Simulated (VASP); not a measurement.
Set up this calculation in VASP 6.6.1, as the native input.

* Task: single point
* Functional: PBE
* Potentials or basis: VASP PAW PBE potentials, release 64 (Li_sv, W_sv, N)
* Cutoff: 520 eV
* k mesh: 4 × 4 × 4
* Occupations: gaussian, width 0.1 eV
* Spin: no spin polarisation
* Dipole correction: no
* Further INCAR settings: ALGO = Normal; EDIFF = 1e-06; NBANDS = 39

The structure of LiW3N3 lies in POSCAR:

```
LiW3N3
1.0
    4.1746951991      0.0000000000      0.0000000000
    0.0000000000      4.1746951991      0.0000000000
    0.0000000000      0.0000000000      4.1746951991
Li W N
1 3 3
Direct
    0.0000000000      0.0000000000      0.0000000000
    0.0000000000      0.5000000000      0.5000000000
    0.5000000000      0.0000000000      0.5000000000
    0.5000000000      0.5000000000      0.0000000000
    0.5000000000      0.0000000000      0.0000000000
    0.0000000000      0.5000000000      0.0000000000
    0.0000000000      0.0000000000      0.5000000000
```

The cell was generated, and may not be a known phase.

These files were run (other wordings do the same):

INCAR

```
SYSTEM = LiW3N3
PREC     = Accurate       ! precision mode
ENCUT    = 520            ! plane-wave cutoff, eV
EDIFF    = 1E-6           ! SCF threshold, eV
ISMEAR   = 0              ! smearing method
SIGMA    = 0.1            ! smearing width, eV
LREAL    = .False.        ! projectors in reciprocal space
LASPH    = .True.         ! aspherical terms in the spheres
NELM     = 80             ! most SCF steps
ALGO     = Normal         ! electronic algorithm
ISIF     = 2              ! what is computed and relaxed
LWAVE    = .False.        ! write WAVECAR
LCHARG   = .True.         ! write CHGCAR
GGA      = PE             ! functional
LELF     = .True.         ! ELF
LVHAR    = .True.       
NBANDS   = 39             ! bands
```

KPOINTS

```
regular mesh
0
Gamma
  4 4 4
  0 0 0
```

Potentials or basis: VASP PAW PBE potentials, release 64 (Li_sv, W_sv, N).

The run is started by

```bash
$ cat potpaw_PBE.64/Li_sv/POTCAR potpaw_PBE.64/W_sv/POTCAR potpaw_PBE.64/N/POTCAR > POTCAR
$ mpirun -np 1 vasp_std > vasp.out
```

Results of the run:

```
Band gap on the k mesh : zero (bands 30 and 31 overlap by 2.70 eV)
```

Caveat: the k points lie up to 0.38 Å⁻¹ apart, too coarse for converged energies and pressures of a metal; spin-orbit coupling is left out, which moves the levels of the heavy elements.

Wall time 11 s on 1 thread of Intel(R) Xeon(R) 6975P-C (Granite Rapids), on a shared host, peak memory 0.18 GiB.
